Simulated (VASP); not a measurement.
Runs of VASP 6.6.1 on BaTiO3. The structure is trigonal, space group R3m (No. 160). The conventional cell has a = 5.655 Å, b = 5.655 Å, c = 6.955 Å, α = 90.00°, β = 90.00°, γ = 120.00°. Within 3.7 Å of Ba (site symmetry 3m) lie 12 O at 2.79 to 2.89 Å and 8 Ti at 3.37 to 3.59 Å. Ti (site symmetry 3m) has 6 O at 1.87 to 2.14 Å within 2.5 Å. Within 2.5 Å of O (site symmetry m) lie 2 Ti at 1.87 to 2.14 Å. 

| U | gap on the mesh (eV) | pressure (GPa) | largest force (eV/Å) |
| --- | --- | --- | --- |
| Ti d U = 7.0 eV | (c) | 6.9 | 2.00 |
| Ti d U = 1.0 eV | (b) | 1.4 | 0.39 |
| Ti d U = 5.0 eV | 2.86 | 5.0 | 1.46 |
| Ti d U = 3.0 eV | (a) | 3.0 | 0.92 |

Alike in all rows: task single point; level PBEsol+U; potentials or basis VASP PAW PBE potentials, release 64 (Ba_sv, Ti_sv, O); no spin polarisation; cell as given; k mesh 6 × 6 × 6; cutoff (eV) 600; smearing fermi-dirac 0.02 eV.

Task: Estimate the missing entries.

Result: (a) 2.63; (b) 2.43; (c) 3.11.

Caveats: the PAW data sets were made with another functional, which shifts forces and pressure a little; spin-orbit coupling is left out, which moves the levels of the heavy elements; the cell stands under pressure (at least some runs).

A k mesh can miss the band edges, and the runs leave out spin-orbit coupling on Ba.
